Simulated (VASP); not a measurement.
# MnO2 (R-3m) in VASP: further runs, part 2 of 2

VASP 6.6.1. The steps go on from the part before.

## Step 4: Single point, LDA, collinear spin, ferromagnetic start

This run uses another cell than the first one, of 10.58 Å³/atom.

Contents of INCAR:

```
ALGO = Normal
EDIFF = 1E-6
ENCUT = 520
ISIF = 2
ISMEAR = -1
ISPIN = 2
LASPH = True
LCHARG = False
LMAXMIX = 4
LORBIT = 11
LREAL = False
LWAVE = False
MAGMOM = 4 0 0
NBANDS = 24
NELM = 150
PREC = Accurate
SIGMA = 0.05
```

Contents of KPOINTS:

```
k-points
0
Gamma
  11 11 11
```

Contents of POSCAR:

```
MnO2
1.0
    1.4188477395      0.8191721243      4.5531659587
   -1.4188477395      0.8191721243      4.5531659587
    0.0000000000     -1.6383442487      4.5531659587
Mn O
1 2
Direct
    0.0000000000      0.0000000000      0.0000000000
    0.7356355100      0.7356355100      0.7356355100
    0.2643644900      0.2643644900      0.2643644900
```

Potentials or basis: VASP PAW LDA potentials, release 64 (Mn_pv, O).

Command:

```bash
$ cat potpaw_LDA.64/Mn_pv/POTCAR potpaw_LDA.64/O/POTCAR > POTCAR
$ mpirun -np 1 vasp_std > vasp.out
```

OUTCAR:

```text
EDIFF = 1E-6
   ENCUT = 520
   ISIF = 2
   ISMEAR = -1
   ISPIN = 2
   LASPH = True
   LORBIT = 11
   LREAL = False
   NELM = 150
   PREC = Accurate

 ion  position               nearest neighbor table
   1  0.000  0.000  0.000-   2 1.89   2 1.89   3 1.89   3 1.89   2 1.89   3 1.89
   2  0.736  0.736  0.736-   1 1.89   1 1.89   1 1.89
   3  0.264  0.264  0.264-   1 1.89   1 1.89   1 1.89

  LATTYP: Found a trigonal (rhomboedric) cell.
 ALAT       =     4.8389556853
 COS(alpha) =     0.8280515398

  Lattice vectors:

 A1 = (   1.4188477395,   0.8191721243,   4.5531659587)
 A2 = (  -1.4188477395,   0.8191721243,   4.5531659587)
 A3 = (   0.0000000000,  -1.6383442487,   4.5531659587)

Analysis of symmetry for initial positions (statically):
=====================================================================
 Subroutine PRICEL returns:
 Original cell was already a primitive cell.

 Routine SETGRP: Setting up the symmetry group for a
 trigonal (rhombohedral) supercell.

 Subroutine GETGRP returns: Found 12 space group operations
 (whereof 12 operations were pure point group operations)
 out of a pool of 12 trial point group operations.

The static configuration has the point symmetry D_3d.

Analysis of symmetry for dynamics (positions and initial velocities):
=====================================================================
 Subroutine PRICEL returns:
 Original cell was already a primitive cell.

 Routine SETGRP: Setting up the symmetry group for a
 trigonal (rhombohedral) supercell.

 Subroutine GETGRP returns: Found 12 space group operations
 (whereof 12 operations were pure point group operations)
 out of a pool of 12 trial point group operations.

The dynamic configuration has the point symmetry D_3d.

Analysis of structural, dynamic, and magnetic symmetry:
=====================================================================
 Subroutine PRICEL returns:
 Original cell was already a primitive cell.

 Routine SETGRP: Setting up the symmetry group for a
 trigonal (rhombohedral) supercell.

 Subroutine GETGRP returns: Found 12 space group operations
 (whereof 12 operations were pure point group operations)
 out of a pool of 12 trial point group operations.

The overall configuration has the point symmetry D_3d.

 Subroutine INISYM returns: Found 12 space group operations
 (whereof 12 operations are pure point group operations),
 and found     1 'primitive' translations

----------------------------------------------------------------------------------------

                                     Primitive cell

  volume of cell :      31.7523

  direct lattice vectors                    reciprocal lattice vectors
     1.418847740  0.819172124  4.553165959     0.352398630  0.203457444  0.073209133
    -1.418847740  0.819172124  4.553165959    -0.352398630  0.203457444  0.073209133
     0.000000000 -1.638344249  4.553165959     0.000000000 -0.406914888  0.073209133

  length of vectors
     4.838955685  4.838955685  4.838955685     0.413448066  0.413448066  0.413448066

  position of ions in fractional coordinates (direct lattice)
     0.000000000  0.000000000  0.000000000
     0.735635510  0.735635510  0.735635510
     0.264364490  0.264364490  0.264364490

  ion indices of the primitive-cell ions
[... 71 lines left out ...]
   LNONCOLLINEAR =      F non collinear calculations
   LSORBIT =      F    spin-orbit coupling
   LASPH  =      T    aspherical Exc in radial PAW
   ENCUT  =  520.0 eV  38.22 Ry    6.18 a.u.   9.00  9.00  9.00*2*pi/ulx,y,z
   NELM   =    150;   NELMIN=  2; NELMDL= -5     # of ELM steps
   EDIFF  = 0.1E-05   stopping-criterion for ELM
   LREAL  =      F    real-space projection
   EDIFFG = 0.1E-04   stopping-criterion for IOM
   NSW    =      0    number of steps for IOM
   IBRION =     -1    ionic relax: 0-MD 1-quasi-New 2-CG
   NFREE  =      0    steps in history (QN), initial steepest desc. (CG)
   ISIF   =      2    stress and relaxation
   ISYM   =      2    0-nonsym 1-usesym 2-fastsym
   POTIM  = 0.5000    time-step for ionic-motion
   TEBEG  =    0.0;   TEEND  =   0.0 temperature during run
   PSTRESS=    0.0 pullay stress
   NELECT =      25.0000    total number of electrons
   NUPDOWN=      -1.0000    fix difference up-down
   EMIN   =  10.00;   EMAX   =-10.00  energy-range for DOS
   EFERMI =   0.00;   METHOD = LEGACY
   ISMEAR =    -1;   SIGMA  =   0.05  broadening in eV -4-tet -1-fermi 0-gaus
   EFERMI_NEDOS =   21; number of points for ismear=-14 and -15
   IALGO  =     38    algorithm
   IMIX   =      4    mixing-type and parameters
     AMIX     =   0.40;   BMIX     =  1.00
     AMIX_MAG =   1.60;   BMIX_MAG =  1.00
  volume/ion in A,a.u.               =      10.58        71.43
  Fermi-wavevector in a.u.,A,eV,Ry     =   1.511691  2.856681 31.092152  2.285209
  Thomas-Fermi vector in A             =   2.621714
   LORBIT       =     11    0 simple, 1 ext, 2 COOP (PROOUT), +10 PAW based schemes
   GGA     = CA    functional components
   LHFCALC =     F    Hartree Fock is set to
   AEXX    =    0.0000 exact exchange contribution
   IVDW    =     0    specifies the selected vdW correction
   LEPSILON=     F    determine dielectric tensor
   LRPA    =     F    only Hartree local field effects (RPA)
 spin polarized calculation
  energy-cutoff  :      520.00
  volume of cell :       31.75
 maximum number of plane-waves:       868
   NGX = 17   NGY = 17   NGZ = 17

 number of electron      25.0000009 magnetization       2.9966528

 Free energy of the ion-electron system (eV)
  ---------------------------------------------------
  ext. energy  EPLUGINS =         0.00000000
  ---------------------------------------------------
  free energy    TOTEN  =       -26.14518379 eV

  energy without entropy =      -26.14453520  energy(sigma->0) =      -26.14485949

 E-fermi :   3.5868     XC(G=0): -11.5704

 val. band max:        3.4345032578   @ k =  -0.4545   0.4545   0.4545
 cond. band min:       3.7070755280   @ k =   0.0000   0.0000   0.0000
 fundamental gap:      0.2725722702
 Fermi energy:         3.5867625664

 spin component 1

 k-point     1 :       0.0000    0.0000    0.0000
  band No.  band energies     occupation
      1     -46.5242      1.00000
      2     -46.5242      1.00000
      3     -46.4847      1.00000
      4     -16.3649      1.00000
      5     -13.8496      1.00000
      6      -3.2460      1.00000
[... 637 lines left out ...]
     23      24.0435      0.00000
     24      26.9309      0.00000

 [... further k-points ...]

 spin component 2

 k-point     1 :       0.0000    0.0000    0.0000
  band No.  band energies     occupation
      1     -43.7627      1.00000
      2     -43.7627      1.00000
      3     -43.6069      1.00000
      4     -16.1410      1.00000
      5     -13.6620      1.00000
      6      -2.5073      1.00000
[... 637 lines left out ...]
     23      24.5082      0.00000
     24      27.3069      0.00000

 [... further k-points ...]

------------------------ aborting loop because EDIFF is reached ----------------------------------------

  FORCE on cell =-STRESS in cart. coord.  units (eV):
  Direction    XX          YY          ZZ          XY          YZ          ZX
  --------------------------------------------------------------------------------------
  -------------------------------------------------------------------------------------
  Total       -0.8615556     -0.8615556     -0.6104711      0.0000000      0.0000000      0.0000000
  in kB      -43.4728578    -43.4728578    -30.8034954      0.0000000      0.0000000      0.0000000
  external PRESSURE =     -39.2497370 kB  Pullay stress =       0.0000000 kB

 VOLUME and BASIS-vectors are now :
 -----------------------------------------------------------------------------
  energy-cutoff  :      520.00
  volume of cell :       31.75
      direct lattice vectors                 reciprocal lattice vectors
     1.418847740  0.819172124  4.553165959     0.352398630  0.203457444  0.073209133
    -1.418847740  0.819172124  4.553165959    -0.352398630  0.203457444  0.073209133
     0.000000000 -1.638344249  4.553165959     0.000000000 -0.406914888  0.073209133

 POSITION                                       TOTAL-FORCE (eV/Angst)
 -----------------------------------------------------------------------------------
      0.00000      0.00000      0.00000         0.000000      0.000000      0.000000
      0.00000     -0.00000     10.04841         0.000000      0.000000     -0.162318
      0.00000     -0.00000      3.61109         0.000000     -0.000000      0.162318
 -----------------------------------------------------------------------------------
    total drift:                                0.000000     -0.000000      0.000000

  FREE ENERGIE OF THE ION-ELECTRON SYSTEM (eV)
  ---------------------------------------------------
  free  energy   TOTEN  =       -26.1451837895 eV

  energy  without entropy=      -26.1445351976  energy(sigma->0) =      -26.14485949

 total charge

# of ion       s       p       d       tot
------------------------------------------
    1        0.366   6.488   4.979  11.832
    2        1.570   3.403   0.000   4.973
    3        1.570   3.403   0.000   4.973
--------------------------------------------------
tot          3.507  13.294   4.979  21.779

 magnetization (x)

# of ion       s       p       d       tot
------------------------------------------
    1        0.029   0.036   2.700   2.765
    2        0.004   0.065   0.000   0.069
    3        0.004   0.065   0.000   0.069
--------------------------------------------------
tot          0.037   0.166   2.700   2.903
```

Run time: 2.5 min. Hardware: 1 thread of Intel Xeon 6975P-C (Granite Rapids), shared host; peak memory 0.29 GiB.

What came out:

```
Free energy                                           : -26.1452 eV
Pressure                                              : -3.9 GPa
Largest force                                         : 0.162 eV/Å
Band gap on the k mesh                                : 0.27 eV (least direct gap 0.32 eV)
Net moment                                            : 3.00 μB per cell
Site moments                                          : Mn +2.77; O +0.07 μB
Valence electrons inside the program's atomic spheres : Mn 11.83; O 4.97
```

Forces in eV/Å, atoms in the order of the input:
```
Mn   0.000  0.000  0.000
O    0.000  0.000 -0.162
O    0.000  0.000  0.162
```

Caveat: the cell stands under tension; an odd mesh through Γ misses points on the zone boundary, where band edges can lie; a cell with one magnetic atom can't hold antiferromagnetic order, which such compounds often take.

## Step 5: Summary

```csv
cell,gap on the mesh (eV),pressure (GPa),moment (μB),largest force (eV/Å)
"a = 4.772 Å, angles 34.1°, 3 atoms",0.11,5.7,2.99,0.50
"a = 4.806 Å, angles 34.1°, 3 atoms",0.19,0.8,2.99,0.16
"a = 4.839 Å, angles 34.1°, 3 atoms",0.27,-3.9,3.00,0.16
```

Alike in all rows: task single point; level LDA; potentials or basis VASP PAW LDA potentials, release 64 (Mn_pv, O); spin collinear, ferromagnetic start; k mesh 11 × 11 × 11; cutoff (eV) 520; smearing fermi-dirac 0.05 eV.

Caveats: an odd mesh through Γ misses points on the zone boundary, where band edges can lie; a cell with one magnetic atom can't hold antiferromagnetic order, which such compounds often take; the cell stands under pressure (at least some runs); the cell stands under tension (at least some runs).

Absolute energies hang on the potentials; compare differences alone.
